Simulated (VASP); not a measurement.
# Zn (Fm-3m) in VASP: further runs, part 2 of 2

VASP 6.6.1.

## Step 3: Electric field gradients, LDA

Input file INCAR:

```
SYSTEM = Zn
  PREC = Accurate
  ENCUT = 520
  EDIFF = 1E-8
  ISMEAR = -5
  SIGMA = 0.1
  LREAL = .FALSE.
  LASPH = .TRUE.
  NELM = 80
  ALGO = Fast
  ISIF = 2
  LWAVE = .FALSE.
  LCHARG = .FALSE.
  GGA = CA
  LEFG = .TRUE.
  NBANDS = 12
```

Input file KPOINTS:

```
Automatic mesh
0
G
  12 12 12
  0 0 0
```

Input file POSCAR:

```
Zn
1.0
    0.0000000000      1.9647760000      1.9647760000
    1.9647760000      0.0000000000      1.9647760000
    1.9647760000      1.9647760000      0.0000000000
Zn
1
Direct
    0.0000000000      0.0000000000      0.0000000000
```

Potentials or basis: VASP PAW LDA potentials, release 64 (Zn).

On the command line:

```sh
cat potpaw_LDA.64/Zn/POTCAR > POTCAR
mpirun -np 1 vasp_std > vasp.out
```

OUTCAR:

```text
SYSTEM = Zn
   PREC = Accurate
   ENCUT = 520
   EDIFF = 1E-8
   ISMEAR = -5
   LREAL = .FALSE.
   LASPH = .TRUE.
   NELM = 80
   ISIF = 2
   GGA = CA

 ion  position               nearest neighbor table
   1  0.000  0.000  0.000-

  LATTYP: Found a face centered cubic cell.
 ALAT       =     3.9295520000

  Lattice vectors:

 A1 = (   0.0000000000,   1.9647760000,   1.9647760000)
 A2 = (   1.9647760000,   0.0000000000,   1.9647760000)
 A3 = (   1.9647760000,   1.9647760000,   0.0000000000)

Analysis of symmetry for initial positions (statically):
=====================================================================
 Subroutine PRICEL returns:
 Original cell was already a primitive cell.

 Routine SETGRP: Setting up the symmetry group for a
 face centered cubic supercell.

 Subroutine GETGRP returns: Found 48 space group operations
 (whereof 48 operations were pure point group operations)
 out of a pool of 48 trial point group operations.

The static configuration has the point symmetry O_h .

Analysis of symmetry for dynamics (positions and initial velocities):
=====================================================================
 Subroutine PRICEL returns:
 Original cell was already a primitive cell.

 Routine SETGRP: Setting up the symmetry group for a
 face centered cubic supercell.

 Subroutine GETGRP returns: Found 48 space group operations
 (whereof 48 operations were pure point group operations)
 out of a pool of 48 trial point group operations.

The dynamic configuration has the point symmetry O_h .

 Subroutine INISYM returns: Found 48 space group operations
 (whereof 48 operations are pure point group operations),
 and found     1 'primitive' translations

----------------------------------------------------------------------------------------

                                     Primitive cell

  volume of cell :      15.1694

  direct lattice vectors                    reciprocal lattice vectors
     0.000000000  1.964776000  1.964776000    -0.254481936  0.254481936  0.254481936
     1.964776000  0.000000000  1.964776000     0.254481936 -0.254481936  0.254481936
     1.964776000  1.964776000  0.000000000     0.254481936  0.254481936 -0.254481936

  length of vectors
     2.778612866  2.778612866  2.778612866     0.440775643  0.440775643  0.440775643

  position of ions in fractional coordinates (direct lattice)
     0.000000000  0.000000000  0.000000000

  ion indices of the primitive-cell ions
   primitive index   ion index
                 1           1

----------------------------------------------------------------------------------------

 KPOINTS: Automatic mesh

Automatic generation of k-mesh.
 Grid dimensions read from file:
 generate k-points for:   12   12   12

 Generating k-lattice:

  Cartesian coordinates                     Fractional coordinates (reciprocal lattice)
    -0.021206828  0.021206828  0.021206828     0.083333333  0.000000000  0.000000000
     0.021206828 -0.021206828  0.021206828     0.000000000  0.083333333  0.000000000
     0.021206828  0.021206828 -0.021206828     0.000000000  0.000000000  0.083333333
[... 71 lines left out ...]
   NUPDOWN=      -1.0000    fix difference up-down
   EMIN   =  10.00;   EMAX   =-10.00  energy-range for DOS
   EFERMI =   0.00;   METHOD = LEGACY
   ISMEAR =    -5;   SIGMA  =   0.10  broadening in eV -4-tet -1-fermi 0-gaus
   EFERMI_NEDOS =   21; number of points for ismear=-14 and -15
   IALGO  =     68    algorithm
   IMIX   =      4    mixing-type and parameters
     AMIX     =   0.40;   BMIX     =  1.00
     AMIX_MAG =   1.60;   BMIX_MAG =  1.00
  volume/ion in A,a.u.               =      15.17       102.37
  Fermi-wavevector in a.u.,A,eV,Ry     =   1.514069  2.861175 31.190044  2.292404
  Thomas-Fermi vector in A             =   2.623775
   LORBIT       =      0    0 simple, 1 ext, 2 COOP (PROOUT), +10 PAW based schemes
   GGA     = CA    functional components
   LHFCALC =     F    Hartree Fock is set to
   AEXX    =    0.0000 exact exchange contribution
   IVDW    =     0    specifies the selected vdW correction
   LEPSILON=     F    determine dielectric tensor
   LRPA    =     F    only Hartree local field effects (RPA)
 non-spin polarized calculation
 RMM-DIIS sequential band-by-band and
 Fermi weights with tetrahedron method with Bloechl corrections
  energy-cutoff  :      520.00
  volume of cell :       15.17
 maximum number of plane-waves:       424
 NGX is ok and might be reduce to    24
   NGX = 11   NGY = 11   NGZ = 11

 number of electron      12.0000008 magnetization

 Free energy of the ion-electron system (eV)
  ---------------------------------------------------
  ext. energy  EPLUGINS =         0.00000000
  ---------------------------------------------------
  free energy    TOTEN  =        -1.79814238 eV

  energy without entropy =       -1.79814238  energy(sigma->0) =       -1.79814238

 E-fermi :   2.8234     XC(G=0): -11.9135

 val. band max:        2.8614457699   @ k =  -0.3333   0.3333   0.1667
 cond. band min:       2.5338534605   @ k =  -0.4167   0.2500   0.0000
 fundamental gap:     -0.3275923094
 Fermi energy:         2.8233901979

 k-point     1 :       0.0000    0.0000    0.0000
  band No.  band energies     occupation
      1      -7.5092      2.00000
      2      -4.8619      2.00000
      3      -4.8619      2.00000
      4      -4.8619      2.00000
      5      -4.4793      2.00000
      6      -4.4793      2.00000
      7      20.9569      0.00000
      8      20.9569      0.00000
      9      20.9569      0.00000
     10      21.8872      0.00000
     11      23.9109      0.00000
     12      23.9109      0.00000
[... 331 lines left out ...]
 k-point    24 :      -0.4167    0.1667    0.0000
  band No.  band energies     occupation
      1      -5.3588      2.00000
      2      -4.9462      2.00000
      3      -4.7211      2.00000
      4      -4.5063      2.00000
      5      -4.2391      2.00000
      6       0.5546      2.00000
      7       2.4278      1.32958
      8      12.1879      0.00000
      9      15.8284      0.00000
     10      18.3167      0.00000
     11      25.2504      0.00000
     12      26.3992      0.00000

 [... further k-points ...]
[... 5 lines left out ...]
  --------------------------------------------------------------------------------------
  -------------------------------------------------------------------------------------
  Total       -0.8398292     -0.8398292     -0.8398292      0.0000000     -0.0000000     -0.0000000
  in kB      -88.7017945    -88.7017945    -88.7017945      0.0000000     -0.0000000     -0.0000000
  external PRESSURE =     -88.7017945 kB  Pullay stress =       0.0000000 kB

 VOLUME and BASIS-vectors are now :
 -----------------------------------------------------------------------------
  energy-cutoff  :      520.00
  volume of cell :       15.17
      direct lattice vectors                 reciprocal lattice vectors
     0.000000000  1.964776000  1.964776000    -0.254481936  0.254481936  0.254481936
     1.964776000  0.000000000  1.964776000     0.254481936 -0.254481936  0.254481936
     1.964776000  1.964776000  0.000000000     0.254481936  0.254481936 -0.254481936

 POSITION                                       TOTAL-FORCE (eV/Angst)
 -----------------------------------------------------------------------------------
      0.00000      0.00000      0.00000         0.000000      0.000000      0.000000
 -----------------------------------------------------------------------------------
    total drift:                               -0.000000     -0.000000     -0.000000

  FREE ENERGIE OF THE ION-ELECTRON SYSTEM (eV)
  ---------------------------------------------------
  free  energy   TOTEN  =        -1.7981423827 eV

  energy  without entropy=       -1.7981423827  energy(sigma->0) =       -1.79814238

 Electric field gradients (V/A^2)
---------------------------------------------------------------------
 ion       V_xx      V_yy      V_zz      V_xy      V_xz      V_yz
---------------------------------------------------------------------
   1      -0.000    -0.000     0.000     0.002     0.002     0.002
---------------------------------------------------------------------

 Electric field gradients after diagonalization (V/A^2)
 (convention: |V_zz| > |V_xx| > |V_yy|)
----------------------------------------------------------------------
 ion       V_xx      V_yy      V_zz     asymmetry (V_yy - V_xx)/ V_zz
----------------------------------------------------------------------
   1      -0.002    -0.002     0.004       0.000
----------------------------------------------------------------------

           NMR quadrupolar parameters

 Cq : quadrupolar parameter    Cq=e*Q*V_zz/h
 eta: asymmetry parameters     (V_yy - V_xx)/ V_zz
 Q  : nuclear electric quadrupole moment in mb (millibarn)
----------------------------------------------------------------------
 ion       Cq(MHz)       eta       Q (mb)
----------------------------------------------------------------------
   1       0.000       0.000       1.000
----------------------------------------------------------------------
```

stdout:

```text
POSCAR found type information on POSCAR Zn
 POSCAR found :  1 types and       1 ions
 scaLAPACK will be used
 LDA part: xc-table for (Slater(with rela. corr.)+CA(PZ))
 , standard interpolation
 POSCAR, INCAR and KPOINTS ok, starting setup
 FFT: planning ... GRIDC
[... 21 lines left out ...]
|                                                                             |
|     Tetrahedron method does not include variations of the Fermi             |
|     occupations, so forces and stress will be inaccurate. We suggest        |
|     using a different smearing scheme ISMEAR = 1 or 2 for metals in         |
|     relaxations.                                                            |
|                                                                             |
 -----------------------------------------------------------------------------
```

It took 22 s on 1 thread of Intel Xeon 8259CL, shared host; peak memory 0.13 GiB.

What came out:

- Free energy: -1.7981 eV
- Pressure: -8.9 GPa
- Band gap on the k mesh: zero (band 6 reaches 5.09 eV, above the bottom of band 7 at 1.40 eV)

Caveat: without QUAD_EFG the Cq values of the log hold for a quadrupole moment of 1 mb, not for the nuclei; tetrahedron occupations give inexact forces and stress in metals.

## Step 4: Elastic constants, LDA

Input file INCAR:

```
SYSTEM = Zn
ALGO = Fast ; EDIFF = 1E-8
ENCUT = 600 ; GGA = CA
IBRION = 6 ; ISIF = 3
ISMEAR = -1 ; LASPH = .TRUE.
LCHARG = .TRUE. ; LREAL = .FALSE.
LWAVE = .FALSE. ; NBANDS = 12
NELM = 100 ; NFREE = 2
NSW = 1 ; POTIM = 0.015
PREC = Accurate ; SIGMA = 0.05
```

Input file KPOINTS:

```
k-points
0
G
  9 9 9
  0 0 0
```

POSCAR is that of step 3.

On the command line:

```sh
cat potpaw_LDA.64/Zn/POTCAR > POTCAR
mpirun -np 1 vasp_std > vasp.out
```

It used 480 s of CPU time on 1 thread of AMD EPYC 7R13 Processor (Zen 3) (shared host).

It converged, with:

* Elastic constants C11, C12, C44: 145, 21, -26 GPa
* Voigt bulk modulus: 62 GPa

Elastic tensor in Voigt notation (GPa, in the Cartesian axes of the cell as first typed):
```
145  21  21   0   0   0
 21 145  21   0   0   0
 21  21 145   0   0   0
  0   0   0 -26   0   0
  0   0   0   0 -26   0
  0   0   0   0   0 -26
```

Clamped-ion elastic tensor (GPa):
```
145  21  21   0   0   0
 21 145  21   0   0   0
 21  21 145   0   0   0
  0   0   0 -26   0   0
  0   0   0   0 -26   0
  0   0   0   0   0 -26
```

Caveat: the cell is under stress, which shifts elastic constants; the elastic tensor has a negative eigenvalue, so either the cell is unstable as it stands or the mesh is too thin.
